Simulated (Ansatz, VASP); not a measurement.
One calculation of RbGe4N2, two programs

```
CELL_PARAMETERS angstrom
3.11733 0.00000 0.00000
-1.55867 2.69969 0.00000
0.00000 0.00000 14.81090
ATOMIC_POSITIONS crystal
Rb 0.00000 0.00000 0.62471
Ge 0.33333 0.66667 0.84294
Ge 0.33333 0.66667 0.21815
Ge 0.00000 0.00000 0.41224
Ge 0.00000 0.00000 0.01538
N 0.66667 0.33333 0.47797
N 0.33333 0.66667 0.07660
```

Change from the starting cell: species swapped into the ZnIn2S4 type (P3m1, No. 156).

Alike in both runs: functional PBE; k mesh 6 × 6 × 2; occupations gaussian, width 0.1 eV; no spin polarisation.

Ansatz relaxed the structure, and its values are those at the end. VASP's run is a single point on that final structure, the one shown.

|  | VASP | Ansatz |
| --- | --- | --- |
| version | VASP 6.6.1 | Ansatz 0.2.0 |
| potentials or method | VASP PAW PBE potentials, release 64 (Rb_sv, Ge_d, N), cutoff 520 eV | scalar-relativistic, plane waves, PAW |
| valence electrons in the cell | 75 | 75 |

```csv
,VASP,Ansatz,Ansatz less VASP
gap on the k mesh at the Fermi level (eV),none,none,-
pressure (GPa),0.2,0.1,-0.09
rms of the force components (eV/Å),0.018,0.011,-0.0062
```

A gap of «none» marks a metal or a gap that the smearing closes. With one functional, cell and mesh, what is left measures potentials, basis and numerics.

The k mesh is coarse, so the values compare programs but aren't converged.
